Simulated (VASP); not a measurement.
LiW:

```xyz
2
Lattice="3.3350 0.0000 0.0000 0.0000 3.3350 0.0000 0.0000 0.0000 3.3350" Properties=species:S:1:pos:R:3 pbc="T T T"
Li    0.0000    0.0000    0.0000
W     1.6675    1.6675    1.6675
```

```yaml
Program: VASP 6.6.1
Task: relaxation of volume and atoms at fixed shape
Functional: PBE
Potentials_or_basis: VASP PAW PBE potentials, release 64 (Li_sv, W_sv)
Cutoff: 750 eV
k_mesh: 7 × 7 × 7
Occupations: methfessel-paxton, width 0.05 eV
Spin: no spin polarisation
```

At the start: pressure -22.0 GPa; volume 18.55 Å³/atom.

Problem. How do energy, volume and symmetry change on relaxing?

Solution. Over 3 steps the energy falls by 495.3 meV/atom and the volume is 13.25 Å³/atom (-28.6 %); space group Pm-3m (No. 221, to 0.05 Å).

The path:
| step | energy change (eV) | largest force (eV/Å) | pressure (GPa) | volume (Å³) |
| --- | --- | --- | --- | --- |
| 1 | 0.0000 | 0.0000 | -22.03 | 37.09 |
| 2 | -0.9522 | 0.0000 | 9.15 | 25.02 |
| 3 | -0.9905 | 0.0000 | -0.08 | 26.49 |

Final structure:
```xyz
2
Lattice="2.9811 0.0000 0.0000 0.0000 2.9811 0.0000 0.0000 0.0000 2.9811" Properties=species:S:1:pos:R:3 pbc="T T T"
Li    0.0000    0.0000    0.0000
W     1.4906    1.4906    1.4906
```

Caveat: the volume moved by over 15 % at a fixed basis, so the end points are rough.
